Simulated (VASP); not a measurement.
# Zr2Cl (Fm-3m) in VASP: further runs

Zr2Cl is run at these levels: PBE; tasks: single point, relaxation of cell and atoms.

Everything below comes from runs of VASP 6.6.1. Logs are shortened: lines on timing, memory, paths and dates and some standing lists are left out, and cuts for length are marked.

## Step 1: The cell of the first run

Symmetry: Fm-3m, No. 225, cubic system. Conventional cell: a = 6.278 Å, b = 6.278 Å, c = 6.278 Å, α = 90.00°, β = 90.00°, γ = 90.00°. Zr (site symmetry -43m) has 4 Cl at 2.72 Å and 6 Zr at 3.14 Å within 3.6 Å. Cl (site symmetry m-3m) has 8 Zr at 2.72 Å within 3.6 Å.

The cell was generated, and may not be a known phase.

## Step 2: Single point, PBE

INCAR

```
SYSTEM = Zr2Cl
PREC = Accurate
ENCUT = 520
EDIFF = 1E-6
ISMEAR = 0
SIGMA = 0.1
LREAL = .FALSE.
LASPH = .TRUE.
NELM = 80
ALGO = Normal
ISIF = 2
LWAVE = .FALSE.
LCHARG = .FALSE.
GGA = PE
NBANDS = 22
```

KPOINTS

```
Automatic mesh
0
G
  6 6 6
  0 0 0
```

POSCAR

```
Zr2Cl
1.0
    0.0000000000      3.1388012800      3.1388012800
    3.1388012800      0.0000000000      3.1388012800
    3.1388012800      3.1388012800      0.0000000000
Zr Cl
2 1
Direct
    0.7500000000      0.7500000000      0.7500000000
    0.2500000000      0.2500000000      0.2500000000
    0.0000000000      0.0000000000      0.0000000000
```

Potentials or basis: VASP PAW PBE potentials, release 64 (Zr_sv, Cl).

Launch:

```
cat potpaw_PBE.64/Zr_sv/POTCAR potpaw_PBE.64/Cl/POTCAR > POTCAR
mpirun -np 1 vasp_std > vasp.out
```

OUTCAR:

```text
SYSTEM = Zr2Cl
   PREC = Accurate
   ENCUT = 520
   EDIFF = 1E-6
   ISMEAR = 0
   LREAL = .FALSE.
   LASPH = .TRUE.
   NELM = 80
   ISIF = 2
   GGA = PE

 ion  position               nearest neighbor table
   1  0.750  0.750  0.750-   3 2.72   3 2.72   3 2.72   3 2.72   2 3.14   2 3.14   2 3.14   2 3.14
                             2 3.14   2 3.14
   2  0.250  0.250  0.250-   3 2.72   3 2.72   3 2.72   3 2.72   1 3.14   1 3.14   1 3.14   1 3.14
                             1 3.14   1 3.14
   3  0.000  0.000  0.000-   1 2.72   2 2.72   1 2.72   1 2.72   1 2.72   2 2.72   2 2.72   2 2.72

  LATTYP: Found a face centered cubic cell.
 ALAT       =     6.2776025600

  Lattice vectors:

 A1 = (   0.0000000000,   3.1388012800,   3.1388012800)
 A2 = (   3.1388012800,   0.0000000000,   3.1388012800)
 A3 = (   3.1388012800,   3.1388012800,   0.0000000000)

Analysis of symmetry for initial positions (statically):
=====================================================================
 Subroutine PRICEL returns:
 Original cell was already a primitive cell.

 Routine SETGRP: Setting up the symmetry group for a
 face centered cubic supercell.

 Subroutine GETGRP returns: Found 48 space group operations
 (whereof 48 operations were pure point group operations)
 out of a pool of 48 trial point group operations.

The static configuration has the point symmetry O_h .

Analysis of symmetry for dynamics (positions and initial velocities):
=====================================================================
 Subroutine PRICEL returns:
 Original cell was already a primitive cell.

 Routine SETGRP: Setting up the symmetry group for a
 face centered cubic supercell.

 Subroutine GETGRP returns: Found 48 space group operations
 (whereof 48 operations were pure point group operations)
 out of a pool of 48 trial point group operations.

The dynamic configuration has the point symmetry O_h .

 Subroutine INISYM returns: Found 48 space group operations
 (whereof 48 operations are pure point group operations),
 and found     1 'primitive' translations

----------------------------------------------------------------------------------------

                                     Primitive cell

  volume of cell :      61.8474

  direct lattice vectors                    reciprocal lattice vectors
     0.000000000  3.138801280  3.138801280    -0.159296481  0.159296481  0.159296481
     3.138801280  0.000000000  3.138801280     0.159296481 -0.159296481  0.159296481
     3.138801280  3.138801280  0.000000000     0.159296481  0.159296481 -0.159296481

  length of vectors
     4.438935340  4.438935340  4.438935340     0.275909599  0.275909599  0.275909599

  position of ions in fractional coordinates (direct lattice)
     0.750000000  0.750000000  0.750000000
     0.250000000  0.250000000  0.250000000
     0.000000000  0.000000000  0.000000000

  ion indices of the primitive-cell ions
   primitive index   ion index
                 1           1
                 2           2
                 3           3

----------------------------------------------------------------------------------------

 KPOINTS: Automatic mesh

Automatic generation of k-mesh.
 Grid dimensions read from file:
 generate k-points for:    6    6    6

 Generating k-lattice:

  Cartesian coordinates                     Fractional coordinates (reciprocal lattice)
    -0.026549414  0.026549414  0.026549414     0.166666667  0.000000000  0.000000000
     0.026549414 -0.026549414  0.026549414     0.000000000  0.166666667  0.000000000
     0.026549414  0.026549414 -0.026549414     0.000000000  0.000000000  0.166666667

  Length of vectors
     0.045984933  0.045984933  0.045984933

  Shift w.r.t. Gamma in fractional coordinates (k-lattice)
     0.000000000  0.000000000  0.000000000

 Subroutine IBZKPT returns following result:
 ===========================================

 Found     16 irreducible k-points:

 Following reciprocal coordinates:
            Coordinates               Weight
  0.000000  0.000000  0.000000      1.000000
  0.166667  0.000000  0.000000      8.000000
  0.333333  0.000000  0.000000      8.000000
  0.500000  0.000000  0.000000      4.000000
  0.166667  0.166667  0.000000      6.000000
  0.333333  0.166667  0.000000     24.000000
[... 8 lines left out ...]
 -0.333333  0.333333  0.166667     24.000000
 -0.333333  0.500000  0.166667     12.000000
   k-points           NKPTS =     16   k-points in BZ     NKDIM =     16   number of bands    NBANDS=     22
   number of dos      NEDOS =    301   number of ions     NIONS =      3
   total plane-waves  NPLWV =  46656
   dimension x,y,z NGX =    36 NGY =   36 NGZ =   36
   dimension x,y,z NGXF=    72 NGYF=   72 NGZF=   72
   ions per type =               2   1
   NGX,Y,Z   is equivalent  to a cutoff of  13.48, 13.48, 13.48 a.u.
   NGXF,Y,Z  is equivalent  to a cutoff of  26.97, 26.97, 26.97 a.u.
 SYSTEM =  Zr2Cl
   PREC   = accura    normal or accurate (medium, high low for compatibility)
   ISTART =      0    job   : 0-new  1-cont  2-samecut
   ICHARG =      2    charge: 1-file 2-atom 10-const
   ISPIN  =      1    spin polarized calculation?
   LNONCOLLINEAR =      F non collinear calculations
   LSORBIT =      F    spin-orbit coupling
   LASPH  =      T    aspherical Exc in radial PAW
   ENCUT  =  520.0 eV  38.22 Ry    6.18 a.u.   8.25  8.25  8.25*2*pi/ulx,y,z
   NELM   =     80;   NELMIN=  2; NELMDL= -5     # of ELM steps
   EDIFF  = 0.1E-05   stopping-criterion for ELM
   LREAL  =      F    real-space projection
   EDIFFG = 0.1E-04   stopping-criterion for IOM
   NSW    =      0    number of steps for IOM
   IBRION =     -1    ionic relax: 0-MD 1-quasi-New 2-CG
   NFREE  =      0    steps in history (QN), initial steepest desc. (CG)
   ISIF   =      2    stress and relaxation
   ISYM   =      2    0-nonsym 1-usesym 2-fastsym
   POTIM  = 0.5000    time-step for ionic-motion
   TEBEG  =    0.0;   TEEND  =   0.0 temperature during run
   PSTRESS=    0.0 pullay stress
   NELECT =      31.0000    total number of electrons
   NUPDOWN=      -1.0000    fix difference up-down
   EMIN   =  10.00;   EMAX   =-10.00  energy-range for DOS
   EFERMI =   0.00;   METHOD = LEGACY
   ISMEAR =     0;   SIGMA  =   0.10  broadening in eV -4-tet -1-fermi 0-gaus
   EFERMI_NEDOS =   21; number of points for ismear=-14 and -15
   IALGO  =     38    algorithm
   IMIX   =      4    mixing-type and parameters
     AMIX     =   0.40;   BMIX     =  1.00
     AMIX_MAG =   1.60;   BMIX_MAG =  1.00
  volume/ion in A,a.u.               =      20.62       139.12
  Fermi-wavevector in a.u.,A,eV,Ry     =   1.300434  2.457464 23.009194  1.691128
  Thomas-Fermi vector in A             =   2.431633
   LORBIT       =      0    0 simple, 1 ext, 2 COOP (PROOUT), +10 PAW based schemes
   GGA     = PE    functional components
   LHFCALC =     F    Hartree Fock is set to
   AEXX    =    0.0000 exact exchange contribution
   IVDW    =     0    specifies the selected vdW correction
   LEPSILON=     F    determine dielectric tensor
   LRPA    =     F    only Hartree local field effects (RPA)
 non-spin polarized calculation
 Gauss-broadening in eV      SIGMA  =   0.10
  energy-cutoff  :      520.00
  volume of cell :       61.85
 maximum number of plane-waves:      1687
 NGX is ok and might be reduce to    36
   NGX = 17   NGY = 17   NGZ = 17

 number of electron      31.0000002 magnetization

 Free energy of the ion-electron system (eV)
  ---------------------------------------------------
  ext. energy  EPLUGINS =         0.00000000
  ---------------------------------------------------
  free energy    TOTEN  =       -18.54703742 eV

  energy without entropy =      -18.52996891  energy(sigma->0) =      -18.53850316

 E-fermi :   9.7589     XC(G=0): -10.9908

 val. band max:        9.7211104530   @ k =   0.5000   0.3333   0.0000
 cond. band min:       9.7843703050   @ k =  -0.1667   0.1667   0.0000
 fundamental gap:      0.0632598520
 Fermi energy:         9.7589089933

 k-point     1 :       0.0000    0.0000    0.0000
  band No.  band energies     occupation
      1     -39.7202      2.00000
      2     -39.5344      2.00000
      3     -17.9613      2.00000
      4     -17.9613      2.00000
      5     -17.9613      2.00000
      6     -17.4885      2.00000
[... 14 lines left out ...]
     21      12.5937      0.00000
     22      14.9628      0.00000

 k-point     2 :       0.1667    0.0000    0.0000
  band No.  band energies     occupation
      1     -39.7074      2.00000
      2     -39.5465      2.00000
      3     -17.9435      2.00000
      4     -17.9335      2.00000
      5     -17.9335      2.00000
      6     -17.5463      2.00000
[... 14 lines left out ...]
     21      13.2861      0.00000
     22      13.2866      0.00000

 k-point     3 :       0.3333    0.0000    0.0000
  band No.  band energies     occupation
      1     -39.6726      2.00000
      2     -39.5798      2.00000
      3     -17.8948      2.00000
      4     -17.8548      2.00000
      5     -17.8548      2.00000
      6     -17.6722      2.00000
[... 14 lines left out ...]
     21      11.4406      0.00000
     22      13.0249      0.00000

 k-point     4 :       0.5000    0.0000    0.0000
  band No.  band energies     occupation
      1     -39.6259      2.00000
      2     -39.6257      2.00000
      3     -17.8425      2.00000
      4     -17.7617      2.00000
      5     -17.7494      2.00000
      6     -17.7494      2.00000
[... 14 lines left out ...]
     21      11.4656      0.00000
     22      13.1810      0.00000

 k-point     5 :       0.1667    0.1667    0.0000
  band No.  band energies     occupation
      1     -39.7042      2.00000
      2     -39.5494      2.00000
      3     -17.9875      2.00000
      4     -17.9875      2.00000
      5     -17.8162      2.00000
      6     -17.6842      2.00000
[... 14 lines left out ...]
     21      13.2277      0.00000
     22      13.2277      0.00000

 k-point     6 :       0.3333    0.1667    0.0000
  band No.  band energies     occupation
      1     -39.6797      2.00000
      2     -39.5725      2.00000
      3     -17.9901      2.00000
      4     -17.9775      2.00000
      5     -17.8551      2.00000
      6     -17.6790      2.00000
[... 14 lines left out ...]
     21      12.5359      0.00000
     22      12.5833      0.00000

 k-point     7 :       0.5000    0.1667    0.0000
  band No.  band energies     occupation
      1     -39.6410      2.00000
      2     -39.6101      2.00000
      3     -18.0057      2.00000
      4     -17.9208      2.00000
      5     -17.9020      2.00000
      6     -17.6045      2.00000
[... 124 lines left out ...]
      6     -17.5796      2.00000
[... 14 lines left out ...]
     21      12.6891      0.00000
     22      12.8390      0.00000

 k-point    13 :       0.5000    0.5000    0.0000
  band No.  band energies     occupation
      1     -39.6556      2.00000
      2     -39.5939      2.00000
      3     -18.2295      2.00000
      4     -18.0642      2.00000
      5     -18.0642      2.00000
      6     -17.4202      2.00000
[... 14 lines left out ...]
     21      12.9793      0.00000
     22      13.3687      0.00000

 k-point    14 :       0.5000    0.3333    0.1667
  band No.  band energies     occupation
      1     -39.6563      2.00000
      2     -39.5945      2.00000
      3     -18.0897      2.00000
      4     -18.0069      2.00000
      5     -17.8866      2.00000
      6     -17.6104      2.00000
[... 14 lines left out ...]
     21      12.2006      0.00000
     22      12.2780      0.00000

 k-point    15 :      -0.3333    0.3333    0.1667
  band No.  band energies     occupation
      1     -39.6251      2.00000
      2     -39.6251      2.00000
      3     -18.1338      2.00000
      4     -18.0585      2.00000
      5     -17.7536      2.00000
      6     -17.7513      2.00000
[... 14 lines left out ...]
     21      12.6232      0.00000
     22      12.6870      0.00000

 k-point    16 :      -0.3333    0.5000    0.1667
  band No.  band energies     occupation
      1     -39.6403      2.00000
      2     -39.6094      2.00000
      3     -18.2016      2.00000
      4     -18.0933      2.00000
      5     -17.9093      2.00000
      6     -17.5877      2.00000
[... 14 lines left out ...]
     21      12.6022      0.00000
     22      13.3941      0.00000

------------------------ aborting loop because EDIFF is reached ----------------------------------------

  FORCE on cell =-STRESS in cart. coord.  units (eV):
  Direction    XX          YY          ZZ          XY          YZ          ZX
  --------------------------------------------------------------------------------------
  -------------------------------------------------------------------------------------
  Total        0.3073982      0.3073982      0.3073982     -0.0000000      0.0000000      0.0000000
  in kB        7.9632513      7.9632513      7.9632513     -0.0000000      0.0000000      0.0000000
  external PRESSURE =       7.9632513 kB  Pullay stress =       0.0000000 kB

 VOLUME and BASIS-vectors are now :
 -----------------------------------------------------------------------------
  energy-cutoff  :      520.00
  volume of cell :       61.85
      direct lattice vectors                 reciprocal lattice vectors
     0.000000000  3.138801280  3.138801280    -0.159296481  0.159296481  0.159296481
     3.138801280  0.000000000  3.138801280     0.159296481 -0.159296481  0.159296481
     3.138801280  3.138801280  0.000000000     0.159296481  0.159296481 -0.159296481

 POSITION                                       TOTAL-FORCE (eV/Angst)
 -----------------------------------------------------------------------------------
      4.70820      4.70820      4.70820        -0.000000     -0.000000     -0.000000
      1.56940      1.56940      1.56940         0.000000      0.000000      0.000000
      0.00000      0.00000      0.00000         0.000000      0.000000     -0.000000
 -----------------------------------------------------------------------------------
    total drift:                                0.000000      0.000000      0.000000

  FREE ENERGIE OF THE ION-ELECTRON SYSTEM (eV)
  ---------------------------------------------------
  free  energy   TOTEN  =       -18.5470374177 eV

  energy  without entropy=      -18.5299689104  energy(sigma->0) =      -18.53850316
```

Wall time 17 s (1 thread of Intel Xeon Platinum 8488C (Sapphire Rapids), shared host); peak memory 0.2 GiB.

What came out:

```yaml
Free_energy: -18.5470 eV
Pressure: 0.8 GPa
Band_gap_on_the_k_mesh: zero (an odd number of electrons rules out a gap without spin polarisation)
```

Levels at points of the mesh, in eV from the Fermi level:
```tsv
k point	band 13	band 14	band 15	band 16	band 17	band 18
(0.00, 0.00, 0.00)	-3.01	-2.61	-2.61	1.41	1.41	1.41
(0.50, 0.00, 0.00)	-1.22	-0.85	-0.85	0.19	0.40	0.40
(0.50, 0.50, 0.00)	-2.78	-1.91	-1.58	0.87	0.87	0.89
```

Caveat: an odd number of electrons without spin polarisation forces a metal; a magnetic or distorted state may lie lower.

(Part 1 of 3 ends here.)

The gap in the log of VASP goes by the Fermi energy; the results here count the filled bands.